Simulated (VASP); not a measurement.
Crystal: CdS.

```xyz
4
Lattice="4.1485 0.0000 0.0000 -2.0743 3.5927 0.0000 0.0000 0.0000 6.7714" Properties=species:S:1:pos:R:3 pbc="T T T"
Cd    0.0000    2.3952    0.0000
Cd    2.0743    1.1976    3.3857
S     0.0000    2.3952    2.6070
S     2.0743    1.1976    5.9927
```

* Program: VASP 6.6.1
* Task: relaxation of cell and atoms
* Functional: PBE
* Potentials or basis: VASP PAW PBE potentials, release 64 (Cd, S)
* Cutoff: 600 eV
* k mesh: 10 × 10 × 6
* Occupations: gaussian, width 0.05 eV
* Spin: no spin polarisation

At the start: pressure 2.2 GPa; volume 25.23 Å³/atom.

Where does the relaxation end?

Over 7 steps the energy falls by 10.1 meV/atom and the volume is 26.18 Å³/atom (+3.7 %); space group P6_3mc (No. 186, to 0.05 Å).

Step by step:
```
step  energy change (eV)  largest force (eV/Å)  pressure (GPa)  volume (Å³)
   1              0.0000                0.2582            2.21       100.93
   2             -0.0350                0.0494           -0.70       106.08
   3             -0.0374                0.0884           -0.16       104.98
   4             -0.0387                0.0482           -0.02       104.69
   5             -0.0390                0.0224            0.07       104.52
   6             -0.0397                0.0164            0.04       104.57
   7             -0.0406                0.0006           -0.02       104.70
```

Final structure:
```
Cd S
1.0
     4.20667    0.00000    0.00000
    -2.10334    3.64309    0.00000
     0.00000    0.00000    6.83214
Cd S
2 2
Direct
  0.33333 0.66667 0.00399
  0.66667 0.33333 0.50399
  0.33333 0.66667 0.38101
  0.66667 0.33333 0.88101
```
